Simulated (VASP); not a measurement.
Crystal: SiC.

```
Si C
1.0
     2.94723    0.00000    0.00000
    -1.47362    2.55238    0.00000
     0.00000    0.00000    6.45454
Si C
3 3
Direct
  0.00000 0.50000 0.16667
  0.50000 0.50000 0.83333
  0.50000 0.00000 0.50000
  0.50000 0.50000 0.33333
  0.50000 0.00000 0.00000
  0.00000 0.50000 0.66667
```

- Program: VASP 6.6.1
- Task: relaxation of cell and atoms
- Functional: PBE
- Potentials or basis: VASP PAW PBE potentials, release 64 (Si, C)
- Cutoff: 600 eV
- k mesh: 6 × 6 × 4
- Occupations: gaussian, width 0.1 eV
- Spin: no spin polarisation

At the start: pressure 60.8 GPa; volume 8.09 Å³/atom.

Question: Where does the relaxation end?

Answer: Over 6 steps the energy falls by 288.1 meV/atom and the volume is 9.69 Å³/atom (+19.7 %); space group P6_222 (No. 180, to 0.05 Å).

Step by step:
| step | energy change (eV) | largest force (eV/Å) | pressure (GPa) | volume (Å³) |
| --- | --- | --- | --- | --- |
| 1 | 0.0000 | 0.0000 | 60.84 | 48.55 |
| 2 | 0.2335 | 0.0000 | -32.20 | 73.37 |
| 3 | -1.7213 | 0.0000 | -2.41 | 58.92 |
| 4 | -1.7247 | 0.0000 | -0.84 | 58.51 |
| 5 | -1.7247 | 0.0000 | -0.01 | 58.30 |
| 6 | -1.7285 | 0.0000 | 0.36 | 58.12 |

Final structure:
```yaml
crystal:
  lattice:
    - [3.08412, 0.00000, 0.00000]
    - [-1.54206, 2.67093, 0.00000]
    - [0.00000, 0.00000, 7.05529]
  atoms:
    - { symbol: Si, position: [0.00000, 0.50000, 0.16667] }
    - { symbol: Si, position: [0.50000, 0.50000, 0.83333] }
    - { symbol: Si, position: [0.50000, 0.00000, 0.50000] }
    - { symbol: C, position: [0.50000, 0.50000, 0.33333] }
    - { symbol: C, position: [0.50000, 0.00000, 0.00000] }
    - { symbol: C, position: [0.00000, 0.50000, 0.66667] }
```

Caveat: the volume moved by over 15 % at a fixed basis, so the end points are rough.
